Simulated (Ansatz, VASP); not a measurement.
## Two plane-wave programs on GaN

File INCAR:

```
ALGO = Normal ; EDIFF = 1E-6
ENCUT = 520 ; GGA = PE
ISIF = 2 ; ISMEAR = 0
LASPH = True ; LCHARG = False
LREAL = False ; LWAVE = False
NBANDS = 16 ; NELM = 80
PREC = Accurate ; SIGMA = 0.05
```

Contents of KPOINTS:

```
k-points
0
Gamma
  10 10 10
```

File POSCAR:

```
GaN
1.0
    0.0000000000      2.2742384873      2.4106927965
    2.2742384873      0.0000000000      2.4106927965
    2.2742384873      2.2742384873      0.0000000000
Ga N
1 1
Direct
    0.0000000000      0.0000000000      0.0000000000
    0.7500000000      0.7500000000      0.7500000000
```

Input for Ansatz:

```yaml
crystal:
  lattice:
    - [0.0, 2.2742384873, 2.4106927965]
    - [2.2742384873, 0.0, 2.4106927965]
    - [2.2742384873, 2.2742384873, 0.0]
  atoms:
    - { symbol: Ga, position: [0.0, 0.0, 0.0] }
    - { symbol: "N", position: [0.75, 0.75, 0.75] }
basis:
  ecutwfc: 420
kpoints:
  mp_grid: { grid: [10, 10, 10] }
hamiltonian:
  xc: pbe
scf:
  occupations: { method: gaussian, width: 0.05 }
output:
  forces: true
  stress: true
  eigenvalues: true
```

Change from the starting cell: strain +0.0600 x Voigt [0, 0, 1, 0, 0, 0], atoms carried along.

Alike in both runs: task single point; functional PBE; k mesh 10 × 10 × 10; occupations gaussian, width 0.05 eV; no spin polarisation.

|  | VASP | Ansatz |
| --- | --- | --- |
| version | VASP 6.6.1 | Ansatz 0.2.0 |
| potentials or method | VASP PAW PBE potentials, release 64 (Ga_d, N), cutoff 520 eV | scalar-relativistic, plane waves, PAW |
| valence electrons in the cell | 18 | 18 |

|  | VASP | Ansatz | Ansatz less VASP |
| --- | --- | --- | --- |
| gap on the k mesh at the Fermi level (eV) | 1.06 | 1.06 | -0.002 |
| least direct gap on the mesh (eV) | 1.06 | 1.06 | -0.002 |
| pressure (GPa) | -8.8 | -9.0 | -0.19 |
| traceless stress, the component that is largest in VASP (GPa) | -5.44 | -5.45 | -0.009 |
